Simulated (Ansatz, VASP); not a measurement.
**Ta: VASP beside Ansatz**

```
Ta
1.0
    -1.66072    1.66072    1.66072
     1.66072   -1.66072    1.66072
     1.66072    1.66072   -1.66072
Ta
1
Direct
  0.00000 0.00000 0.00000
```

Alike in both runs: task single point; functional PBE; k mesh 13 × 13 × 13; no spin polarisation.

|  | VASP | Ansatz |
| --- | --- | --- |
| version | VASP 6.6.1 | Ansatz 0.2.0 |
| potentials or method | VASP PAW PBE potentials, release 64 (Ta_pv), cutoff 520 eV | plane waves (420 eV) with PAW, scalar-relativistic |
| occupations | methfessel-paxton of order 1, width 0.3 eV | cold, width 0.3 eV |
| valence electrons in the cell | 11 | 13 |

```tsv
	VASP	Ansatz	Ansatz less VASP
pressure (GPa)	0.0	-0.1	-0.15
```

VASP's potentials hold 11 valence electrons a cell and Ansatz's 13, so a difference there can come from the potentials and not from the codes.

Spin-orbit coupling is off throughout.
